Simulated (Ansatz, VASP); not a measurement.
**LiSn2: VASP beside Ansatz**

File INCAR:

```
PREC = Accurate
ENCUT = 600
EDIFF = 1E-6
ISMEAR = 0
SIGMA = 0.1
LREAL = False
LASPH = True
NELM = 80
ALGO = Normal
ISIF = 3
LWAVE = False
LCHARG = False
GGA = PE
IBRION = 2
NSW = 90
EDIFFG = -0.04
```

Contents of KPOINTS:

```
regular mesh
0
Gamma
  4 4 4
```

POSCAR

```
LiSn2
1.0
    0.0000000000      4.0023392084      4.0023392084
    4.0023392084      0.0000000000      4.0023392084
    4.0023392084      4.0023392084      0.0000000000
Li Sn
2 4
Direct
    0.0000000000      0.0000000000      0.0000000000
    0.2500000000      0.2500000000      0.2500000000
    0.6250000000      0.6250000000      0.6250000000
    0.1250000000      0.6250000000      0.6250000000
    0.6250000000      0.6250000000      0.1250000000
    0.6250000000      0.1250000000      0.6250000000
```

Input for Ansatz:

```yaml
crystal:
  lattice:
    - [0.0, 4.0023392084, 4.0023392084]
    - [4.0023392084, 0.0, 4.0023392084]
    - [4.0023392084, 4.0023392084, 0.0]
  atoms:
    - { symbol: Li, position: [0.0, 0.0, 0.0] }
    - { symbol: Li, position: [0.25, 0.25, 0.25] }
    - { symbol: Sn, position: [0.625, 0.625, 0.625] }
    - { symbol: Sn, position: [0.125, 0.625, 0.625] }
    - { symbol: Sn, position: [0.625, 0.625, 0.125] }
    - { symbol: Sn, position: [0.625, 0.125, 0.625] }
basis:
  ecutwfc: 420
kpoints:
  mp_grid: { grid: [4, 4, 4] }
hamiltonian:
  xc: pbe
scf:
  occupations: { method: gaussian, width: 0.1 }
  lower_state_search: "off"
output:
  forces: true
  stress: true
  eigenvalues: true
relax:
  adjacent_minimum: "off"
  f_tol: 0.04
  max_steps: 70
  cell: { stress_tol: 0.4 }
```

Alike in both runs: task relaxation of cell and atoms; functional PBE; k mesh 4 × 4 × 4; occupations gaussian, width 0.1 eV; no spin polarisation.

```csv
,VASP,Ansatz
version,VASP 6.6.1,Ansatz 0.2.0
potentials or method,"VASP PAW PBE potentials, release 64 (Li_sv, Sn_d), cutoff 600 eV","scalar-relativistic, plane waves, PAW"
valence electrons in the cell,62,62
```

|  | VASP | Ansatz | Ansatz less VASP |
| --- | --- | --- | --- |
| gap on the k mesh at the Fermi level, each at its own relaxed structure (eV) | none | none | - |
| relaxed volume (Å³/atom) | 28.26 | 28.65 | +0.388 |
| relaxed length of the cell vector where the two differ most in proportion (Å) | 6.213 | 6.241 | +0.0283 |

A gap of «none» marks a metal or a gap that the smearing closes.

Noted on VASP's run: the cutoff is under 1.25 times that of the potentials, so the pressure is a little rough; the volume moved by over 15 % at a fixed basis, so the end points are rough.
